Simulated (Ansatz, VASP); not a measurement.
# Nb2PdSe4: VASP beside Ansatz

```
CELL_PARAMETERS angstrom
3.54880 0.00000 0.00000
-1.77440 3.07335 0.00000
0.00000 0.00000 13.87966
ATOMIC_POSITIONS crystal
Nb 0.00000 0.00000 0.23921
Nb 0.00000 0.00000 0.76079
Pd 0.00000 0.00000 0.00000
Se 0.33333 0.66667 0.12326
Se 0.33333 0.66667 0.35895
Se 0.66667 0.33333 0.64105
Se 0.66667 0.33333 0.87674
```

Alike in both runs: functional PBE; k mesh 4 × 4 × 1; occupations gaussian, width 0.15 eV; no spin polarisation.

Ansatz relaxed the structure, and its values are those at the end. VASP's run is a single point on that final structure, the one shown.

|  | VASP | Ansatz |
| --- | --- | --- |
| version | VASP 6.6.1 | Ansatz 0.2.0 |
| potentials or method | VASP PAW PBE potentials, release 64 (Nb_sv, Pd, Se), cutoff 520 eV | scalar-relativistic, plane waves, PAW |
| valence electrons in the cell | 60 | 108 |

|  | VASP | Ansatz | Ansatz less VASP |
| --- | --- | --- | --- |
| gap on the k mesh at the Fermi level (eV) | none | none | - |
| pressure (GPa) | 0.0 | 0.0 | +0.03 |
| rms of the force components (eV/Å) | 0.010 | 0.010 | -0.0001 |

A gap of «none» marks a metal or a gap that the smearing closes. With one functional, cell and mesh, what is left measures potentials, basis and numerics. VASP's potentials hold 60 valence electrons a cell and Ansatz's 108, so a difference there can come from the potentials and not from the codes.

The k mesh is coarse, so the values compare programs but aren't converged.
